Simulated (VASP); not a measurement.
A run of VASP 6.6.1 is set up as follows.

File INCAR:

```
  PREC = Accurate
  ENCUT = 520
  EDIFF = 1E-7
  ISMEAR = 0
  SIGMA = 0.1
  LREAL = False
  LASPH = True
  NELM = 80
  ALGO = Normal
  ISIF = 2
  LWAVE = False
  LCHARG = False
  GGA = PE
  NBANDS = 26
```

File KPOINTS:

```
regular mesh
0
Gamma
  4 4 4
```

POSCAR

```
Be2ZnTe2Se
1.0
    4.3539183800      0.0000000000      0.0000000000
    0.0000000000      4.3539183800      0.0000000000
    0.0000000000      0.0000000000      6.9760470600
Be Zn Te Se
2 1 2 1
Direct
    0.5000000000      0.0000000000      0.9946200300
    0.0000000000      0.5000000000      0.9946200300
    0.0000000000      0.0000000000      0.6973040100
    0.5000000000      0.5000000000      0.8287479900
    0.0000000000      0.0000000000      0.1643839900
    0.5000000000      0.5000000000      0.3203240000
```

Potentials or basis: VASP PAW PBE potentials, release 64 (Be, Zn, Te, Se).

Command:

```sh
$ cat potpaw_PBE.64/Be/POTCAR potpaw_PBE.64/Zn/POTCAR potpaw_PBE.64/Te/POTCAR potpaw_PBE.64/Se/POTCAR > POTCAR
$ mpirun -np 1 vasp_std > vasp.out
```

(1) What does it give for the largest force?

(2) Predict the pressure.

## Answers

(1) 1.817 eV/Å.

(2) 3.4 GPa.

Caveat: the k points lie up to 0.36 Å⁻¹ apart; forces of over 1 eV/Å act on the atoms, so gaps and moduli don't describe the material at rest.
